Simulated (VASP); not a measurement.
# ZrC (P6_3/mmc) in VASP: further runs

ZrC is run at these levels: PBEsol+U; tasks: single point.

All numbers are computed with VASP 6.6.1; they aren't measurements. Logs are shortened: lines on timing, memory, paths and dates and some standing lists are left out, and cuts for length are marked.

## 1. The cell of the first run

It takes space group P6_3/mmc (No. 194, hexagonal). Conventional cell: a = 3.391 Å, b = 3.391 Å, c = 5.290 Å, α = 90.00°, β = 90.00°, γ = 120.00°. Within 3.1 Å of Zr (site symmetry -6m2) lie 6 C at 2.36 Å. C (site symmetry -3m) has 6 Zr at 2.36 Å and 2 C at 2.65 Å within 3.1 Å.

## 2. Single point, PBEsol+U

Contents of INCAR:

```
PREC     = Accurate       # precision mode
ENCUT    = 520            # plane-wave cutoff, eV
EDIFF    = 1E-7           # SCF threshold, eV
ISMEAR   = -1             # smearing method
SIGMA    = 0.05           # smearing width, eV
LREAL    = F              # projectors in reciprocal space
LASPH    = T              # aspherical terms in the spheres
NELM     = 150            # most SCF steps
ALGO     = Normal         # electronic algorithm
ISIF     = 2              # what is computed and relaxed
LWAVE    = F              # write WAVECAR
LCHARG   = F              # write CHGCAR
LMAXMIX  = 4              # l up to which the mixer works
LDAU     = T              # DFT+U
LDAUTYPE = 2            
LDAUL    = 2 -1           # shell
LDAUU    = 6 0            # U, eV
LDAUJ    = 0 0          
LDAUPRINT= 1            
GGA      = PS             # functional
NBANDS   = 24             # bands
```

Contents of KPOINTS:

```
Automatic mesh
0
Gamma
  9 9 5
```

Contents of POSCAR:

```
ZrC
1.0
    3.3914762718      0.0000000000      0.0000000000
   -1.6957381359      2.9371046077      0.0000000000
    0.0000000000      0.0000000000      5.2900530000
Zr C
2 2
Direct
    0.6666666667      0.3333333333      0.7500000000
    0.3333333333      0.6666666667      0.2500000000
    0.0000000000      0.0000000000      0.5000000000
    0.0000000000      0.0000000000      0.0000000000
```

Potentials or basis: VASP PAW PBE potentials, release 64 (Zr_sv, C).

Started as:

```bash
cat potpaw_PBE.64/Zr_sv/POTCAR potpaw_PBE.64/C/POTCAR > POTCAR
mpirun -np 1 vasp_std > vasp.out
```

OUTCAR:

```text
PREC = Accurate
   ENCUT = 520
   EDIFF = 1E-7
   ISMEAR = -1
   LREAL = F
   LASPH = T
   NELM = 150
   ISIF = 2
   GGA = PS

 ion  position               nearest neighbor table
   1  0.667  0.333  0.750-   3 2.36   4 2.36   3 2.36   4 2.36   3 2.36   4 2.36   2 3.29   2 3.29
                             2 3.29   2 3.29   2 3.29   2 3.29
   2  0.333  0.667  0.250-   3 2.36   4 2.36   3 2.36   4 2.36   3 2.36   4 2.36   1 3.29   1 3.29
                             1 3.29   1 3.29   1 3.29   1 3.29
   3  0.000  0.000  0.500-   1 2.36   2 2.36   2 2.36   1 2.36   1 2.36   2 2.36
   4  0.000  0.000  0.000-   1 2.36   2 2.36   2 2.36   1 2.36   1 2.36   2 2.36

  LATTYP: Found a hexagonal cell.
 ALAT       =     3.3914762718
 C/A-ratio  =     1.5598083478

  Lattice vectors:

 A1 = (   3.3914762718,   0.0000000000,   0.0000000000)
 A2 = (  -1.6957381359,   2.9371046077,   0.0000000000)
 A3 = (   0.0000000000,   0.0000000000,   5.2900530000)

Analysis of symmetry for initial positions (statically):
=====================================================================
 Subroutine PRICEL returns:
 Original cell was already a primitive cell.

 Routine SETGRP: Setting up the symmetry group for a
 hexagonal supercell.

 Subroutine GETGRP returns: Found 24 space group operations
 (whereof 12 operations were pure point group operations)
 out of a pool of 24 trial point group operations.

The static configuration has the point symmetry D_3d.
 The point group associated with its full space group is D_6h.

Analysis of symmetry for dynamics (positions and initial velocities):
=====================================================================
 Subroutine PRICEL returns:
 Original cell was already a primitive cell.

 Routine SETGRP: Setting up the symmetry group for a
 hexagonal supercell.

 Subroutine GETGRP returns: Found 24 space group operations
 (whereof 12 operations were pure point group operations)
 out of a pool of 24 trial point group operations.

The dynamic configuration has the point symmetry D_3d.
 The point group associated with its full space group is D_6h.

 Subroutine INISYM returns: Found 24 space group operations
 (whereof 12 operations are pure point group operations),
 and found     1 'primitive' translations

----------------------------------------------------------------------------------------

                                     Primitive cell

  volume of cell :      52.6949

  direct lattice vectors                    reciprocal lattice vectors
     3.391476272  0.000000000  0.000000000     0.294856847  0.170235680  0.000000000
    -1.695738136  2.937104608  0.000000000     0.000000000  0.340471360  0.000000000
     0.000000000  0.000000000  5.290053000     0.000000000  0.000000000  0.189034023

  length of vectors
     3.391476272  3.391476272  5.290053000     0.340471360  0.340471360  0.189034023

  position of ions in fractional coordinates (direct lattice)
     0.666666667  0.333333333  0.750000000
     0.333333333  0.666666667  0.250000000
     0.000000000  0.000000000  0.500000000
     0.000000000  0.000000000  0.000000000

  ion indices of the primitive-cell ions
   primitive index   ion index
                 1           1
                 2           2
                 3           3
                 4           4

----------------------------------------------------------------------------------------

 KPOINTS: Automatic mesh

Automatic generation of k-mesh.
 Grid dimensions read from file:
 generate k-points for:    9    9    5

 Generating k-lattice:

  Cartesian coordinates                     Fractional coordinates (reciprocal lattice)
     0.032761872  0.018915076  0.000000000     0.111111111 -0.000000000  0.000000000
     0.000000000  0.037830151  0.000000000     0.000000000  0.111111111  0.000000000
     0.000000000  0.000000000  0.037806805     0.000000000  0.000000000  0.200000000

  Length of vectors
     0.037830151  0.037830151  0.037806805
[... 64 lines left out ...]
   PSTRESS=    0.0 pullay stress
   NELECT =      32.0000    total number of electrons
   NUPDOWN=      -1.0000    fix difference up-down
   EMIN   =  10.00;   EMAX   =-10.00  energy-range for DOS
   EFERMI =   0.00;   METHOD = LEGACY
   ISMEAR =    -1;   SIGMA  =   0.05  broadening in eV -4-tet -1-fermi 0-gaus
   EFERMI_NEDOS =   21; number of points for ismear=-14 and -15
   IALGO  =     38    algorithm
   IMIX   =      4    mixing-type and parameters
     AMIX     =   0.40;   BMIX     =  1.00
     AMIX_MAG =   1.60;   BMIX_MAG =  1.00
  volume/ion in A,a.u.               =      13.17        88.90
  Fermi-wavevector in a.u.,A,eV,Ry     =   1.386337  2.619797 26.149441  1.921930
  Thomas-Fermi vector in A             =   2.510662
   LORBIT       =      0    0 simple, 1 ext, 2 COOP (PROOUT), +10 PAW based schemes
 LDA+U is selected, type is set to LDAUTYPE =  2
   angular momentum for each species LDAUL =     2   -1
   U (eV)           for each species LDAUU =   6.0  0.0
   J (eV)           for each species LDAUJ =   0.0  0.0
   GGA     = PS    functional components
   LHFCALC =     F    Hartree Fock is set to
   AEXX    =    0.0000 exact exchange contribution
   IVDW    =     0    specifies the selected vdW correction
   LEPSILON=     F    determine dielectric tensor
   LRPA    =     F    only Hartree local field effects (RPA)
 non-spin polarized calculation
  energy-cutoff  :      520.00
  volume of cell :       52.69
 maximum number of plane-waves:      1431
 NGX is ok and might be reduce to    28
   NGX = 13   NGY = 13   NGZ = 19

atom =   1  type =  1  l = 2

 onsite density matrix

spin component  1

  0.1331 -0.0000  0.0000  0.0000  0.0000
 -0.0000  0.1672  0.0000  0.0000 -0.0000
  0.0000  0.0000  0.1032  0.0000 -0.0000
  0.0000  0.0000  0.0000  0.1672 -0.0000
  0.0000 -0.0000 -0.0000 -0.0000  0.1331

spin component  2

  0.1331 -0.0000  0.0000  0.0000  0.0000
 -0.0000  0.1672  0.0000  0.0000 -0.0000
  0.0000  0.0000  0.1032  0.0000 -0.0000
  0.0000  0.0000  0.0000  0.1672 -0.0000
  0.0000 -0.0000 -0.0000 -0.0000  0.1331

 occupancies and eigenvectors

  o =  0.1032  v =  0.0000 -0.0000 -1.0000  0.0000 -0.0000  0.0000  0.0000  0.0000  0.0000  0.0000      0.0000  0.0000  0.0000  0.0000  0.0000  0.0000  0.0000  0.0000  0.0000  0.0000
  o =  0.1032  v =  0.0000  0.0000  0.0000  0.0000  0.0000  0.0000 -0.0000 -1.0000  0.0000 -0.0000      0.0000  0.0000  0.0000  0.0000  0.0000  0.0000  0.0000  0.0000  0.0000  0.0000
  o =  0.1331  v =  0.0000  0.0000  0.0000  0.0000  0.0000  0.0000 -0.0000 -0.0000  0.0000  1.0000      0.0000  0.0000  0.0000  0.0000  0.0000  0.0000  0.0000  0.0000  0.0000  0.0000
  o =  0.1331  v =  0.0000 -0.0000 -0.0000  0.0000  1.0000  0.0000  0.0000  0.0000  0.0000  0.0000      0.0000  0.0000  0.0000  0.0000  0.0000  0.0000  0.0000  0.0000  0.0000  0.0000
  o =  0.1331  v =  0.0000  0.0000  0.0000  0.0000  0.0000  1.0000  0.0000  0.0000  0.0000  0.0000      0.0000  0.0000  0.0000  0.0000  0.0000  0.0000  0.0000  0.0000  0.0000  0.0000
  o =  0.1331  v =  1.0000  0.0000  0.0000  0.0000  0.0000  0.0000  0.0000  0.0000  0.0000  0.0000      0.0000  0.0000  0.0000  0.0000  0.0000  0.0000  0.0000  0.0000  0.0000  0.0000
  o =  0.1672  v =  0.0000 -1.0000  0.0000  0.0000 -0.0000  0.0000  0.0000  0.0000  0.0000  0.0000      0.0000  0.0000  0.0000  0.0000  0.0000  0.0000  0.0000  0.0000  0.0000  0.0000
  o =  0.1672  v =  0.0000  0.0000  0.0000  0.0000  0.0000  0.0000 -1.0000  0.0000  0.0000 -0.0000      0.0000  0.0000  0.0000  0.0000  0.0000  0.0000  0.0000  0.0000  0.0000  0.0000
  o =  0.1672  v =  0.0000  0.0000  0.0000  0.0000  0.0000  0.0000  0.0000  0.0000  1.0000 -0.0000      0.0000  0.0000  0.0000  0.0000  0.0000  0.0000  0.0000  0.0000  0.0000  0.0000
  o =  0.1672  v =  0.0000  0.0000  0.0000  1.0000 -0.0000  0.0000  0.0000  0.0000  0.0000  0.0000      0.0000  0.0000  0.0000  0.0000  0.0000  0.0000  0.0000  0.0000  0.0000  0.0000

atom =   2  type =  1  l = 2

 onsite density matrix

spin component  1

  0.1331  0.0000  0.0000 -0.0000  0.0000
  0.0000  0.1672 -0.0000  0.0000  0.0000
  0.0000 -0.0000  0.1032  0.0000 -0.0000
 -0.0000  0.0000  0.0000  0.1672 -0.0000
  0.0000  0.0000 -0.0000 -0.0000  0.1331

spin component  2

  0.1331  0.0000  0.0000 -0.0000  0.0000
  0.0000  0.1672 -0.0000  0.0000  0.0000
  0.0000 -0.0000  0.1032  0.0000 -0.0000
 -0.0000  0.0000  0.0000  0.1672 -0.0000
  0.0000  0.0000 -0.0000 -0.0000  0.1331

 occupancies and eigenvectors

  o =  0.1032  v =  0.0000 -0.0000 -1.0000  0.0000 -0.0000  0.0000  0.0000  0.0000  0.0000  0.0000      0.0000  0.0000  0.0000  0.0000  0.0000  0.0000  0.0000  0.0000  0.0000  0.0000
  o =  0.1032  v =  0.0000  0.0000  0.0000  0.0000  0.0000  0.0000 -0.0000 -1.0000  0.0000 -0.0000      0.0000  0.0000  0.0000  0.0000  0.0000  0.0000  0.0000  0.0000  0.0000  0.0000
  o =  0.1331  v =  0.0000  0.0000  0.0000  0.0000  0.0000  0.0000 -0.0000  0.0000 -0.0000 -1.0000      0.0000  0.0000  0.0000  0.0000  0.0000  0.0000  0.0000  0.0000  0.0000  0.0000
  o =  0.1331  v =  0.0000 -0.0000  0.0000 -0.0000 -1.0000  0.0000  0.0000  0.0000  0.0000  0.0000      0.0000  0.0000  0.0000  0.0000  0.0000  0.0000  0.0000  0.0000  0.0000  0.0000
  o =  0.1331  v =  0.0000  0.0000  0.0000  0.0000  0.0000  1.0000  0.0000  0.0000  0.0000  0.0000      0.0000  0.0000  0.0000  0.0000  0.0000  0.0000  0.0000  0.0000  0.0000  0.0000
  o =  0.1331  v =  1.0000  0.0000  0.0000  0.0000  0.0000  0.0000  0.0000  0.0000  0.0000  0.0000      0.0000  0.0000  0.0000  0.0000  0.0000  0.0000  0.0000  0.0000  0.0000  0.0000
  o =  0.1672  v =  0.0000  1.0000 -0.0000 -0.0000 -0.0000  0.0000  0.0000  0.0000  0.0000  0.0000      0.0000  0.0000  0.0000  0.0000  0.0000  0.0000  0.0000  0.0000  0.0000  0.0000
  o =  0.1672  v =  0.0000  0.0000  0.0000  0.0000  0.0000  0.0000  1.0000 -0.0000 -0.0000 -0.0000      0.0000  0.0000  0.0000  0.0000  0.0000  0.0000  0.0000  0.0000  0.0000  0.0000
  o =  0.1672  v =  0.0000  0.0000  0.0000  0.0000  0.0000  0.0000  0.0000  0.0000  1.0000 -0.0000      0.0000  0.0000  0.0000  0.0000  0.0000  0.0000  0.0000  0.0000  0.0000  0.0000
  o =  0.1672  v =  0.0000  0.0000  0.0000  1.0000 -0.0000  0.0000  0.0000  0.0000  0.0000  0.0000      0.0000  0.0000  0.0000  0.0000  0.0000  0.0000  0.0000  0.0000  0.0000  0.0000

 number of electron      32.0000001 magnetization

 Free energy of the ion-electron system (eV)
  ---------------------------------------------------
  ext. energy  EPLUGINS =         0.00000000
  ---------------------------------------------------
  free energy    TOTEN  =       -32.63815741 eV

  energy without entropy =      -32.63386851  energy(sigma->0) =      -32.63601296

 E-fermi :  10.5334     XC(G=0): -12.2192

 val. band max:       10.4779824187   @ k =   0.0000   0.0000   0.2000
 cond. band min:      10.6782213945   @ k =   0.1111   0.1111   0.2000
 fundamental gap:      0.2002389758
 Fermi energy:        10.5333568036

 k-point     1 :       0.0000    0.0000    0.0000
  band No.  band energies     occupation
      1     -39.2394      2.00000
      2     -39.1297      2.00000
      3     -17.7309      2.00000
      4     -17.0678      2.00000
      5     -17.0678      2.00000
      6     -16.9704      2.00000
[... 637 lines left out ...]
     23      17.9472      0.00000
     24      17.9472      0.00000

 [... further k-points ...]

------------------------ aborting loop because EDIFF is reached ----------------------------------------

  FORCE on cell =-STRESS in cart. coord.  units (eV):
  Direction    XX          YY          ZZ          XY          YZ          ZX
  --------------------------------------------------------------------------------------
  -------------------------------------------------------------------------------------
  Total        2.4666179      2.4666179      4.2287700      0.0000000      0.0000000     -0.0000000
  in kB       74.9970603     74.9970603    128.5749689      0.0000000      0.0000000     -0.0000000
  external PRESSURE =      92.8563632 kB  Pullay stress =       0.0000000 kB

 VOLUME and BASIS-vectors are now :
 -----------------------------------------------------------------------------
  energy-cutoff  :      520.00
  volume of cell :       52.69
      direct lattice vectors                 reciprocal lattice vectors
     3.391476272  0.000000000  0.000000000     0.294856847  0.170235680  0.000000000
    -1.695738136  2.937104608  0.000000000     0.000000000  0.340471360  0.000000000
     0.000000000  0.000000000  5.290053000     0.000000000  0.000000000  0.189034023

 POSITION                                       TOTAL-FORCE (eV/Angst)
 -----------------------------------------------------------------------------------
      1.69574      0.97903      3.96754        -0.000000      0.000000      0.000000
     -0.00000      1.95807      1.32251         0.000000      0.000000      0.000000
      0.00000      0.00000      2.64503        -0.000000      0.000000      0.000000
      0.00000      0.00000      0.00000        -0.000000      0.000000      0.000000
 -----------------------------------------------------------------------------------
    total drift:                               -0.000000      0.000000     -0.000000

  FREE ENERGIE OF THE ION-ELECTRON SYSTEM (eV)
  ---------------------------------------------------
  free  energy   TOTEN  =       -32.6381574131 eV

  energy  without entropy=      -32.6338685098  energy(sigma->0) =      -32.63601296
```

Wall time 26 s (1 thread of Intel Xeon 6975P-C (Granite Rapids), shared host); peak memory 0.18 GiB.

What came out:

* Free energy: -32.6382 eV
* Pressure: 9.3 GPa
* Band gap on the k mesh: zero (bands 16 and 17 overlap by 1.33 eV)

Stress tensor (GPa, compression positive):
```
 7.50  0.00  0.00
 0.00  7.50  0.00
 0.00  0.00 12.86
```

Eigenvalues of the final occupation matrices:
```tsv
site	spin	trace	eigenvalues
site 1 d	1	0.70	0.10 0.13 0.13 0.17 0.17
site 1 d	2	0.70	0.10 0.13 0.13 0.17 0.17
site 2 d	1	0.70	0.10 0.13 0.13 0.17 0.17
site 2 d	2	0.70	0.10 0.13 0.13 0.17 0.17
```

Caveat: the cell stands under pressure; the PAW data sets were made with another functional, which shifts forces and pressure a little; U without spin polarisation on a metal has little footing; the U is typed as a test and isn't derived for this compound.

## 3. Single point, PBEsol+U

Contents of INCAR:

```
SYSTEM = ZrC
PREC = Accurate
ENCUT = 520
EDIFF = 1E-6
ISMEAR = -1
SIGMA = 0.05
LREAL = .FALSE.
LASPH = .TRUE.
NELM = 150
ALGO = Normal
ISIF = 2
LWAVE = .FALSE.
LCHARG = .TRUE.
LMAXMIX = 4
LDAU = .TRUE.
LDAUTYPE = 2
LDAUL = 2 -1
LDAUU = 8 0
LDAUJ = 0 0
LDAUPRINT = 1
GGA = PS
LELF = .TRUE.
LVHAR = .TRUE.
NBANDS = 24
```

Contents of KPOINTS:

```
Automatic mesh
0
G
  9 9 5
  0 0 0
```

POSCAR is that of step 2.

Potentials or basis: VASP PAW PBE potentials, release 64 (Zr_sv, C).

Started as:

```bash
cat potpaw_PBE.64/Zr_sv/POTCAR potpaw_PBE.64/C/POTCAR > POTCAR
mpirun -np 1 vasp_std > vasp.out
```

It took 23 s on 1 thread of Intel Xeon 6975P-C (Granite Rapids), shared host; peak memory 0.18 GiB.

It converged, with:

```yaml
Free_energy: -30.2982 eV
Pressure: 15.2 GPa
Band_gap_on_the_k_mesh: zero (bands 16 and 17 overlap by 1.42 eV)
```

Stress tensor (GPa, compression positive):
```
12.98  0.00  0.00
 0.00 12.98  0.00
 0.00  0.00 19.74
```

Levels at points of the mesh, in eV from the Fermi level:
```csv
k point,band 13,band 14,band 15,band 16,band 17,band 18,band 19,band 20
"(0.00, 0.00, 0.00)",-2.86,-1.32,-1.32,1.32,1.75,1.75,1.83,2.05
```

Eigenvalues of the final occupation matrices:
```
    site  spin  trace               eigenvalues
site 1 d     1   0.66  0.10 0.12 0.12 0.16 0.16
site 1 d     2   0.66  0.10 0.12 0.12 0.16 0.16
site 2 d     1   0.66  0.10 0.12 0.12 0.16 0.16
site 2 d     2   0.66  0.10 0.12 0.12 0.16 0.16
```

Caveat: the cell stands under pressure; the PAW data sets were made with another functional, which shifts forces and pressure a little; U without spin polarisation on a metal has little footing; the U is typed as a test and isn't derived for this compound.
